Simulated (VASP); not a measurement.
A run of VASP 6.6.1 is set up as follows.

File INCAR:

```
PREC     = Accurate       # precision mode
ENCUT    = 520            # plane-wave cutoff, eV
EDIFF    = 1E-7           # SCF threshold, eV
ISMEAR   = -1             # smearing method
SIGMA    = 0.06122561905347299 # smearing width, eV
LREAL    = F              # projectors in reciprocal space
LASPH    = T              # aspherical terms in the spheres
NELM     = 80             # most SCF steps
ALGO     = Normal         # electronic algorithm
ISIF     = 2              # what is computed and relaxed
LWAVE    = F              # write WAVECAR
LCHARG   = F              # write CHGCAR
GGA      = PE             # functional
NBANDS   = 20             # bands
```

Contents of KPOINTS:

```
Automatic mesh
0
Gamma
  21 21 21
```

The input POSCAR:

```
MnO2
1.0
    0.0000000000      2.2786777431      2.2786777431
    2.2786777431      0.0000000000      2.2786777431
    2.2786777431      2.2786777431      0.0000000000
Mn O
1 2
Direct
    0.0000000000      0.0000000000      0.0000000000
    0.2500000000      0.2500000000      0.2500000000
    0.7500000000      0.7500000000      0.7500000000
```

Potentials or basis: VASP PAW PBE potentials, release 64 (Mn_pv, O).

Run with:

```bash
$ cat potpaw_PBE.64/Mn_pv/POTCAR potpaw_PBE.64/O/POTCAR > POTCAR
$ mpirun -np 1 vasp_std > vasp.out
```

(1) Predict the pressure.

(2) What does it give for the band gap on the k mesh?

## Answers

(1) 13.5 GPa.

(2) zero (an odd number of electrons rules out a gap without spin polarisation).

Caveat: the cell stands under pressure; an odd number of electrons without spin polarisation forces a metal; a magnetic or distorted state may lie lower; the run has no spin polarisation, though such a crystal can be magnetic; semilocal functionals often make such compounds metallic where correlation or magnetic order opens a gap, which also shifts bond lengths.
